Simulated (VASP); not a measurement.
The system is PbSe.

```
CELL_PARAMETERS angstrom
2.15488 -6.13395 0.00000
2.15488 6.13395 0.00000
0.00000 0.00000 4.45049
ATOMIC_POSITIONS crystal
Pb 0.63176 0.36824 0.75000
Pb 0.36824 0.63176 0.25000
Se 0.86129 0.13871 0.75000
Se 0.13871 0.86129 0.25000
```

```yaml
Program: VASP 6.6.1
Task: relaxation of cell and atoms
Functional: r2SCAN
Dispersion: D3(BJ)
Potentials_or_basis: VASP PAW PBE potentials, release 64 (Pb_d, Se)
Cutoff: 600 eV
k_mesh: 4 × 4 × 4
Occupations: gaussian, width 0.01 eV
Spin: no spin polarisation
```

At the start: pressure -1.0 GPa; volume 29.41 Å³/atom.

Task: Where does the relaxation end?

Result: Over 13 steps the energy falls by 3.6 meV/atom and the volume is 28.43 Å³/atom (-3.3 %); space group Cmcm (No. 63, to 0.1 Å) before and after.

Step by step:
| step | energy change (eV) | largest force (eV/Å) | pressure (GPa) | volume (Å³) |
| --- | --- | --- | --- | --- |
| 1 | 0.0000 | 0.0622 | -1.00 | 117.65 |
| 2 | -0.0067 | 0.1763 | 0.37 | 114.56 |
| 3 | -0.0078 | 0.1260 | 0.00 | 115.36 |
| 4 | -0.0093 | 0.1081 | 0.01 | 115.09 |
| 5 | -0.0125 | 0.0538 | 0.06 | 114.30 |
| 6 | -0.0116 | 0.0747 | 0.19 | 112.71 |
| 7 | -0.0134 | 0.0314 | 0.10 | 113.68 |
| 8 | -0.0138 | 0.0092 | -0.15 | 114.04 |
| 9 | -0.0140 | 0.0175 | -0.06 | 113.90 |
| 10 | -0.0142 | 0.0167 | 0.04 | 113.67 |
| 11 | -0.0142 | 0.0178 | 0.05 | 113.64 |
| 12 | -0.0142 | 0.0139 | -0.02 | 113.75 |
| 13 | -0.0143 | 0.0096 | 0.00 | 113.71 |

Final structure:
```yaml
crystal:
  lattice:
    - [2.13958, -6.00125, 0.00000]
    - [2.13958, 6.00125, 0.00000]
    - [0.00000, 0.00000, 4.42800]
  atoms:
    - { symbol: Pb, position: [0.62813, 0.37187, 0.75000] }
    - { symbol: Pb, position: [0.37187, 0.62813, 0.25000] }
    - { symbol: Se, position: [0.86168, 0.13832, 0.75000] }
    - { symbol: Se, position: [0.13832, 0.86168, 0.25000] }
```

Caveat: the PAW data sets were made with another functional, which shifts forces and pressure a little.
